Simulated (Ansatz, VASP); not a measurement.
One calculation of VH2, two programs

```
CELL_PARAMETERS angstrom
0.00000 1.89612 1.89612
1.89612 0.00000 1.89612
1.89612 1.89612 0.00000
ATOMIC_POSITIONS crystal
V 0.00000 0.00000 0.00000
H 0.25000 0.25000 0.25000
H 0.75000 0.75000 0.75000
```

Change from the starting cell: volume scaled by 0.7, LAPW.

Alike in both runs: task single point; functional LDA; k mesh 15 × 15 × 15; occupations fermi-dirac, width 0.05 eV; collinear spin.

|  | VASP | Ansatz |
| --- | --- | --- |
| version | VASP 6.6.1 | Ansatz 0.2.0 |
| potentials or method | VASP PAW LDA potentials, release 64 (V_sv, H), cutoff 520 eV | all-electron LAPW, scalar-relativistic |

Ansatz gave:

```
pressure (GPa)           : 86.9
net moment per atom (μB) : 0.00
```

Task: What did VASP give for the same quantities?

Result: Pressure (GPa): 88.0; net moment per atom (μB): 0.00.

LDA's correlation is that of Perdew and Zunger in VASP and of Perdew and Wang (1992) in Ansatz. Both programs put the cell under a high pressure, so it lies far from rest at this level. Ansatz ran all-electron here, and VASP with PAW potentials. Ansatz's warnings: seeded moment not kept.

Noted on VASP's run: the cell as given lies far from equilibrium.
